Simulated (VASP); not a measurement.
A run of VASP 6.6.1 is set up as follows.

INCAR

```
ALGO = Normal
EDIFF = 1E-6
ENCUT = 500
GGA = CA
GGA_COMPAT = False
ISIF = 2
ISMEAR = -1
LASPH = True
LCHARG = True
LELF = True
LREAL = False
LVHAR = True
LWAVE = False
NBANDS = 12
NELM = 120
PREC = Accurate
SIGMA = 0.1
```

File KPOINTS:

```
k-points
0
Gamma
  9 9 9
```

File POSCAR:

```
Nb
1.0
    2.6552633766      0.0000000000      0.0000000000
    0.0000000000      2.6552633766      0.0000000000
    0.0000000000      0.0000000000      2.6552633766
Nb
1
Direct
    0.0000000000      0.0000000000      0.0000000000
```

Potentials or basis: VASP PAW LDA potentials, release 64 (Nb_sv).

Run with:

```console
$ cat potpaw_LDA.64/Nb_sv/POTCAR > POTCAR
$ mpirun -np 1 vasp_std > vasp.out
```

(1) Estimate the pressure.

## Answers

(1) -0.1 GPa.
